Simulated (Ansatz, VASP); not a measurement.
## Two plane-wave programs on SiC

```
Si C
1.0
     2.94970    0.00000    0.00000
    -1.47485    2.55452    0.00000
     0.00000    0.00000   10.39930
Si C
4 4
Direct
  0.66667 0.33333 0.93784
  0.33333 0.66667 0.43784
  0.00000 0.00000 0.68790
  0.00000 0.00000 0.18790
  0.66667 0.33333 0.74981
  0.33333 0.66667 0.24981
  0.00000 0.00000 0.50045
  0.00000 0.00000 0.00045
```

Alike in both runs: task single point; functional PBE; k mesh 12 × 12 × 4; occupations gaussian, width 0.05 eV; no spin polarisation.

|  | VASP | Ansatz |
| --- | --- | --- |
| version | VASP 6.6.1 | Ansatz 0.2.0 |
| potentials or method | VASP PAW PBE potentials, release 64 (Si, C), cutoff 520 eV | scalar-relativistic, plane waves, PAW |
| valence electrons in the cell | 32 | 32 |

```tsv
	VASP	Ansatz	Ansatz less VASP
gap on the k mesh at the Fermi level (eV)	1.80	1.80	+0.005
least direct gap on the mesh (eV)	3.16	3.17	+0.010
pressure (GPa)	18.8	18.9	+0.11
traceless stress, the component that is largest in VASP (GPa)	-30.11	-30.00	+0.108
rms of the force components (eV/Å)	0.417	0.419	+0.0019
```

Atom by atom the forces differ by 0.002 eV/Å (rms over components).
